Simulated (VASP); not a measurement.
# As (R-3m) in VASP: a series of runs

The runs below take As through single point, with PBE.

Program: VASP 6.6.1. These are calculated values, not measurements. Logs are shortened: lines on timing, memory, paths and dates and some standing lists are left out, and cuts for length are marked.

## (1) The cell of the first run

The structure is trigonal, space group R-3m (No. 166). The conventional cell has a = 3.898 Å, b = 3.898 Å, c = 10.329 Å, α = 90.00°, β = 90.00°, γ = 120.00°. As (site symmetry 3m) has 6 As at 2.62 to 3.07 Å within 3.5 Å.

## (2) Single point, PBE

INCAR reads:

```
PREC = Accurate
ENCUT = 500
EDIFF = 1E-6
ISMEAR = -1
SIGMA = 0.0816
LREAL = False
LASPH = True
NELM = 120
ALGO = Normal
ISIF = 2
LWAVE = False
LCHARG = False
GGA = PE
NBANDS = 12
GGA_COMPAT = False
```

KPOINTS reads:

```
Automatic mesh
0
Gamma
  8 8 8
```

POSCAR reads:

```
As
1.0
    1.9487904646     -1.1251346993      3.4428631540
    0.0000000000      2.2502693986      3.4428631540
   -1.9487904646     -1.1251346993      3.4428631540
As
2
Direct
    0.2320000000      0.2320000000      0.2320000000
    0.7680000000      0.7680000000      0.7680000000
```

Potentials or basis: VASP PAW PBE potentials, release 64 (As).

The run is started by

```
$ cat potpaw_PBE.64/As/POTCAR > POTCAR
$ mpirun -np 1 vasp_std > vasp.out
```

OUTCAR:

```text
PREC = Accurate
   ENCUT = 500
   EDIFF = 1E-6
   ISMEAR = -1
   LREAL = False
   LASPH = True
   NELM = 120
   ISIF = 2
   GGA = PE

 ion  position               nearest neighbor table
   1  0.232  0.232  0.232-   2 2.62   2 2.62   2 2.62
   2  0.768  0.768  0.768-   1 2.62   1 2.62   1 2.62

  LATTYP: Found a trigonal (rhomboedric) cell.
 ALAT       =     4.1130303990
 COS(alpha) =     0.5510102270

  Lattice vectors:

 A1 = (   1.9487904646,  -1.1251346993,   3.4428631540)
 A2 = (   0.0000000000,   2.2502693986,   3.4428631540)
 A3 = (  -1.9487904646,  -1.1251346993,   3.4428631540)

Analysis of symmetry for initial positions (statically):
=====================================================================
 Subroutine PRICEL returns:
 Original cell was already a primitive cell.

 Routine SETGRP: Setting up the symmetry group for a
 trigonal (rhombohedral) supercell.

 Subroutine GETGRP returns: Found 12 space group operations
 (whereof 12 operations were pure point group operations)
 out of a pool of 12 trial point group operations.

The static configuration has the point symmetry D_3d.

Analysis of symmetry for dynamics (positions and initial velocities):
=====================================================================
 Subroutine PRICEL returns:
 Original cell was already a primitive cell.

 Routine SETGRP: Setting up the symmetry group for a
 trigonal (rhombohedral) supercell.

 Subroutine GETGRP returns: Found 12 space group operations
 (whereof 12 operations were pure point group operations)
 out of a pool of 12 trial point group operations.

The dynamic configuration has the point symmetry D_3d.

 Subroutine INISYM returns: Found 12 space group operations
 (whereof 12 operations are pure point group operations),
 and found     1 'primitive' translations

----------------------------------------------------------------------------------------

                                     Primitive cell

  volume of cell :      45.2940

  direct lattice vectors                    reciprocal lattice vectors
     1.948790465 -1.125134699  3.442863154     0.256569400 -0.148130412  0.096818641
     0.000000000  2.250269399  3.442863154     0.000000000  0.296260824  0.096818641
    -1.948790465 -1.125134699  3.442863154    -0.256569400 -0.148130412  0.096818641

  length of vectors
     4.113030399  4.113030399  4.113030399     0.311679844  0.311679844  0.311679844

  position of ions in fractional coordinates (direct lattice)
     0.232000000  0.232000000  0.232000000
     0.768000000  0.768000000  0.768000000

  ion indices of the primitive-cell ions
   primitive index   ion index
                 1           1
                 2           2

----------------------------------------------------------------------------------------

 KPOINTS: Automatic mesh

Automatic generation of k-mesh.
 Grid dimensions read from file:
 generate k-points for:    8    8    8

 Generating k-lattice:

  Cartesian coordinates                     Fractional coordinates (reciprocal lattice)
     0.032071175 -0.018516302  0.012102330     0.125000000  0.000000000  0.000000000
     0.000000000  0.037032603  0.012102330     0.000000000  0.125000000  0.000000000
    -0.032071175 -0.018516302  0.012102330     0.000000000  0.000000000  0.125000000

  Length of vectors
     0.038959981  0.038959981  0.038959981

  Shift w.r.t. Gamma in fractional coordinates (k-lattice)
     0.000000000  0.000000000  0.000000000

 Subroutine IBZKPT returns following result:
 ===========================================

 Found     65 irreducible k-points:

 Following reciprocal coordinates:
            Coordinates               Weight
  0.000000  0.000000  0.000000      1.000000
  0.125000  0.000000  0.000000      6.000000
  0.250000  0.000000  0.000000      6.000000
  0.375000  0.000000  0.000000      6.000000
  0.500000  0.000000  0.000000      3.000000
  0.125000  0.125000  0.000000      6.000000
[... 16 lines left out ...]
  0.250000  0.125000  0.125000      6.000000
  0.375000  0.125000  0.125000      6.000000
 [... further k-points ...]
   k-points           NKPTS =     65   k-points in BZ     NKDIM =     65   number of bands    NBANDS=     12
   number of dos      NEDOS =    301   number of ions     NIONS =      2
   total plane-waves  NPLWV =  27000
   dimension x,y,z NGX =    30 NGY =   30 NGZ =   30
   dimension x,y,z NGXF=    60 NGYF=   60 NGZF=   60
   ions per type =               2
   NGX,Y,Z   is equivalent  to a cutoff of  12.13, 12.13, 12.13 a.u.
   NGXF,Y,Z  is equivalent  to a cutoff of  24.25, 24.25, 24.25 a.u.
 SYSTEM =  unknown system
   PREC   = accura    normal or accurate (medium, high low for compatibility)
   ISTART =      0    job   : 0-new  1-cont  2-samecut
   ICHARG =      2    charge: 1-file 2-atom 10-const
   ISPIN  =      1    spin polarized calculation?
   LNONCOLLINEAR =      F non collinear calculations
   LSORBIT =      F    spin-orbit coupling
   LASPH  =      T    aspherical Exc in radial PAW
   ENCUT  =  500.0 eV  36.75 Ry    6.06 a.u.   7.50  7.50  7.50*2*pi/ulx,y,z
   NELM   =    120;   NELMIN=  2; NELMDL= -5     # of ELM steps
   EDIFF  = 0.1E-05   stopping-criterion for ELM
   LREAL  =      F    real-space projection
   EDIFFG = 0.1E-04   stopping-criterion for IOM
   NSW    =      0    number of steps for IOM
   IBRION =     -1    ionic relax: 0-MD 1-quasi-New 2-CG
   NFREE  =      0    steps in history (QN), initial steepest desc. (CG)
   ISIF   =      2    stress and relaxation
   ISYM   =      2    0-nonsym 1-usesym 2-fastsym
   POTIM  = 0.5000    time-step for ionic-motion
   TEBEG  =    0.0;   TEEND  =   0.0 temperature during run
   PSTRESS=    0.0 pullay stress
   NELECT =      10.0000    total number of electrons
   NUPDOWN=      -1.0000    fix difference up-down
   EMIN   =  10.00;   EMAX   =-10.00  energy-range for DOS
   EFERMI =   0.00;   METHOD = LEGACY
   ISMEAR =    -1;   SIGMA  =   0.08  broadening in eV -4-tet -1-fermi 0-gaus
   EFERMI_NEDOS =   21; number of points for ismear=-14 and -15
   IALGO  =     38    algorithm
   IMIX   =      4    mixing-type and parameters
     AMIX     =   0.40;   BMIX     =  1.00
     AMIX_MAG =   1.60;   BMIX_MAG =  1.00
  volume/ion in A,a.u.               =      22.65       152.83
  Fermi-wavevector in a.u.,A,eV,Ry     =   0.989452  1.869793 13.320304  0.979015
  Thomas-Fermi vector in A             =   2.121051
   LORBIT       =      0    0 simple, 1 ext, 2 COOP (PROOUT), +10 PAW based schemes
   GGA     = PE    functional components
   LHFCALC =     F    Hartree Fock is set to
   AEXX    =    0.0000 exact exchange contribution
   IVDW    =     0    specifies the selected vdW correction
   LEPSILON=     F    determine dielectric tensor
   LRPA    =     F    only Hartree local field effects (RPA)
 non-spin polarized calculation
  energy-cutoff  :      500.00
  volume of cell :       45.29
 maximum number of plane-waves:      1177
 NGX is ok and might be reduce to    30
   NGX = 15   NGY = 15   NGZ = 15

 number of electron      10.0000001 magnetization

 Free energy of the ion-electron system (eV)
  ---------------------------------------------------
  ext. energy  EPLUGINS =         0.00000000
  ---------------------------------------------------
  free energy    TOTEN  =        -9.31229101 eV

  energy without entropy =       -9.30763388  energy(sigma->0) =       -9.30996245

 E-fermi :   4.8803     XC(G=0):  -9.7905

 val. band max:        4.8465110770   @ k =   0.3750   0.1250   0.1250
 cond. band min:       4.9911516297   @ k =   0.3750   0.1250   0.1250
 fundamental gap:      0.1446405527
 Fermi energy:         4.8802753020

 k-point     1 :       0.0000    0.0000    0.0000
  band No.  band energies     occupation
      1      -9.5172      2.00000
      2      -1.1977      2.00000
      3       2.6825      2.00000
      4       2.9790      2.00000
      5       2.9790      2.00000
      6       7.1101      0.00000
      7       7.8607      0.00000
      8       7.8607      0.00000
      9      11.3229      0.00000
     10      11.3229      0.00000
     11      11.5120      0.00000
     12      13.2589      0.00000

 k-point     2 :       0.1250    0.0000    0.0000
  band No.  band energies     occupation
      1      -9.3237      2.00000
      2      -1.8356      2.00000
      3       2.7099      2.00000
      4       2.9108      2.00000
      5       3.1072      2.00000
      6       7.0322      0.00000
      7       7.3912      0.00000
      8       7.4774      0.00000
      9      10.7013      0.00000
     10      11.2180      0.00000
     11      11.4197      0.00000
     12      14.4232      0.00000

 k-point     3 :       0.2500    0.0000    0.0000
  band No.  band energies     occupation
      1      -8.7505      2.00000
      2      -3.2687      2.00000
      3       2.6518      2.00000
      4       2.7770      2.00000
      5       3.5047      2.00000
      6       6.2187      0.00000
      7       6.5058      0.00000
      8       6.6378      0.00000
      9      11.0642      0.00000
     10      11.7272      0.00000
     11      12.4324      0.00000
     12      16.5991      0.00000
[... 286 lines left out ...]
 k-point    23 :       0.2500    0.1250    0.1250
  band No.  band energies     occupation
      1      -9.0733      2.00000
      2      -2.6207      2.00000
      3       1.8887      2.00000
      4       3.2698      2.00000
      5       4.0792      1.99989
      6       6.1608      0.00000
      7       6.3710      0.00000
      8       8.1523      0.00000
      9      10.9188      0.00000
     10      11.5339      0.00000
     11      12.4580      0.00000
     12      13.9433      0.00000

 k-point    24 :       0.3750    0.1250    0.1250
  band No.  band energies     occupation
      1      -8.4143      2.00000
      2      -3.8391      2.00000
      3       1.1976      2.00000
      4       3.1119      2.00000
      5       4.8465      1.20399
      6       4.9912      0.40888
      7       5.8285      0.00002
      8       8.2138      0.00000
      9      11.1177      0.00000
     10      12.4430      0.00000
     11      13.7758      0.00000
     12      15.6192      0.00000

 [... further k-points ...]

------------------------ aborting loop because EDIFF is reached ----------------------------------------

  FORCE on cell =-STRESS in cart. coord.  units (eV):
  Direction    XX          YY          ZZ          XY          YZ          ZX
  --------------------------------------------------------------------------------------
  -------------------------------------------------------------------------------------
  Total       -0.9765796     -0.9765796     -0.6288981      0.0000000      0.0000000      0.0000000
  in kB      -34.5443931    -34.5443931    -22.2459109      0.0000000      0.0000000      0.0000000
  external PRESSURE =     -30.4448991 kB  Pullay stress =       0.0000000 kB

 VOLUME and BASIS-vectors are now :
 -----------------------------------------------------------------------------
  energy-cutoff  :      500.00
  volume of cell :       45.29
      direct lattice vectors                 reciprocal lattice vectors
     1.948790465 -1.125134699  3.442863154     0.256569400 -0.148130412  0.096818641
     0.000000000  2.250269399  3.442863154     0.000000000  0.296260824  0.096818641
    -1.948790465 -1.125134699  3.442863154    -0.256569400 -0.148130412  0.096818641

 POSITION                                       TOTAL-FORCE (eV/Angst)
 -----------------------------------------------------------------------------------
      0.00000      0.00000      2.39623         0.000000      0.000000     -0.616127
      0.00000      0.00000      7.93236         0.000000      0.000000      0.616127
 -----------------------------------------------------------------------------------
    total drift:                                0.000000      0.000000     -0.000000

  FREE ENERGIE OF THE ION-ELECTRON SYSTEM (eV)
  ---------------------------------------------------
  free  energy   TOTEN  =        -9.3122910063 eV

  energy  without entropy=       -9.3076338843  energy(sigma->0) =       -9.30996245
```

Wall time 40 s (1 thread of Intel Xeon 8259CL, shared host); peak memory 0.18 GiB.

What came out:

* Free energy: -9.3123 eV
* Pressure: -3.0 GPa
* Largest force: 0.616 eV/Å
* Band gap on the k mesh: zero (bands 5 and 6 overlap by 0.30 eV)

Forces on the atoms (eV/Å):
```
As   0.000  0.000 -0.616
As   0.000  0.000  0.616
```

Stress tensor (GPa, compression positive):
```
-3.45  0.00  0.00
 0.00 -3.45  0.00
 0.00  0.00 -2.22
```

Levels at points of the mesh, in eV from the Fermi level:
```tsv
k point	band 1	band 2	band 3	band 4	band 5	band 6	band 7	band 8	band 9	band 10
(0.00, 0.00, 0.00)	-14.40	-6.08	-2.20	-1.90	-1.90	2.23	2.98	2.98	6.44	6.44
(0.50, 0.00, 0.00)	-11.80	-10.93	-2.23	-2.12	-0.37	-0.33	0.23	0.77	9.25	9.71
(0.50, 0.50, 0.00)	-11.83	-9.33	-5.93	-4.01	-3.90	1.98	5.16	6.12	6.91	10.44
(0.50, 0.50, 0.50)	-12.79	-10.15	-1.50	-1.50	-0.75	0.34	0.34	1.18	8.40	10.59
```

Caveat: the cell stands under tension.

## (3) Single point, PBE

INCAR reads:

```
SYSTEM = As
PREC = Accurate ; ENCUT = 500
EDIFF = 1E-6 ; ISMEAR = -1
SIGMA = 0.0816 ; LREAL = .False.
LASPH = .True. ; NELM = 120
ALGO = Normal ; ISIF = 2
LWAVE = .False. ; LCHARG = .False.
GGA = PE ; NBANDS = 12
GGA_COMPAT = .False.
```

KPOINTS reads:

```
Automatic mesh
0
Gamma
  8 8 8
  0 0 0
```

POSCAR is that of step 2.

Potentials or basis: VASP PAW PBE potentials, release 64 (As).

The run is started by

```
$ cat potpaw_PBE.64/As/POTCAR > POTCAR
$ mpirun -np 1 vasp_std > vasp.out
```

OUTCAR:

```text
SYSTEM = As
   PREC = Accurate
   ENCUT = 500
   EDIFF = 1E-6
   ISMEAR = -1
   LREAL = .False.
   LASPH = .True.
   NELM = 120
   ISIF = 2
   GGA = PE

 ion  position               nearest neighbor table
   1  0.232  0.232  0.232-   2 2.62   2 2.62   2 2.62
   2  0.768  0.768  0.768-   1 2.62   1 2.62   1 2.62

  LATTYP: Found a trigonal (rhomboedric) cell.
 ALAT       =     4.1130303990
 COS(alpha) =     0.5510102270

  Lattice vectors:

[... 544 lines left out ...]

 [... further k-points ...]

------------------------ aborting loop because EDIFF is reached ----------------------------------------

  FORCE on cell =-STRESS in cart. coord.  units (eV):
  Direction    XX          YY          ZZ          XY          YZ          ZX
  --------------------------------------------------------------------------------------
  -------------------------------------------------------------------------------------
  Total       -0.9765796     -0.9765796     -0.6288981      0.0000000      0.0000000      0.0000000
  in kB      -34.5443931    -34.5443931    -22.2459109      0.0000000      0.0000000      0.0000000
  external PRESSURE =     -30.4448991 kB  Pullay stress =       0.0000000 kB

 VOLUME and BASIS-vectors are now :
 -----------------------------------------------------------------------------
  energy-cutoff  :      500.00
  volume of cell :       45.29
      direct lattice vectors                 reciprocal lattice vectors
     1.948790465 -1.125134699  3.442863154     0.256569400 -0.148130412  0.096818641
     0.000000000  2.250269399  3.442863154     0.000000000  0.296260824  0.096818641
    -1.948790465 -1.125134699  3.442863154    -0.256569400 -0.148130412  0.096818641

 POSITION                                       TOTAL-FORCE (eV/Angst)
 -----------------------------------------------------------------------------------
      0.00000      0.00000      2.39623         0.000000      0.000000     -0.616127
      0.00000      0.00000      7.93236         0.000000      0.000000      0.616127
 -----------------------------------------------------------------------------------
    total drift:                                0.000000      0.000000     -0.000000

  FREE ENERGIE OF THE ION-ELECTRON SYSTEM (eV)
  ---------------------------------------------------
  free  energy   TOTEN  =        -9.3122910063 eV

  energy  without entropy=       -9.3076338843  energy(sigma->0) =       -9.30996245
```

OSZICAR:

```text
N       E                     dE             d eps       ncg     rms          rms(c)
DAV:   1     0.281428993228E+02    0.28143E+02   -0.40506E+03  1560   0.671E+02
DAV:   2    -0.773157148671E+01   -0.35874E+02   -0.34282E+02  2104   0.106E+02
DAV:   3    -0.930571757575E+01   -0.15741E+01   -0.15675E+01  1956   0.232E+01
DAV:   4    -0.931380667288E+01   -0.80891E-02   -0.80884E-02  1740   0.191E+00
DAV:   5    -0.931382836767E+01   -0.21695E-04   -0.21695E-04  1948   0.107E-01    0.280E+00
DAV:   6    -0.931295095105E+01    0.87742E-03   -0.19660E-03  1784   0.339E-01    0.167E+00
DAV:   7    -0.931212329514E+01    0.82766E-03   -0.55156E-03  1816   0.546E-01    0.101E-01
DAV:   8    -0.931226250040E+01   -0.13921E-03   -0.11394E-04  1932   0.669E-02    0.221E-02
DAV:   9    -0.931229056842E+01   -0.28068E-04   -0.28729E-05  1772   0.356E-02    0.426E-03
DAV:  10    -0.931229100625E+01   -0.43784E-06   -0.16676E-06  1784   0.720E-03
   1 F= -.93122910E+01 E0= -.93099624E+01  d E =-.465712E-02
```

stdout:

```text
POSCAR found type information on POSCAR As
 POSCAR found :  1 types and       2 ions
 scaLAPACK will be used
 LDA part: xc-table for (Slater+PW92), standard interpolation
 POSCAR, INCAR and KPOINTS ok, starting setup
 FFT: planning ... GRIDC
 FFT: planning ... GRID_SOFT
 FFT: planning ... GRID
 WAVECAR not read
 entering main loop
```

Run time: 45 s. Hardware: 1 thread of Intel Xeon 8259CL, shared host; peak memory 0.18 GiB.

Results:

```yaml
Free_energy: -9.3123 eV
Pressure: -3.0 GPa
Largest_force: 0.616 eV/Å
Band_gap_on_the_k_mesh: zero (bands 5 and 6 overlap by 0.30 eV)
```

Forces in eV/Å, atoms in the order of the input:
```
As   0.000  0.000 -0.616
As   0.000  0.000  0.616
```

Caveat: the cell stands under tension.
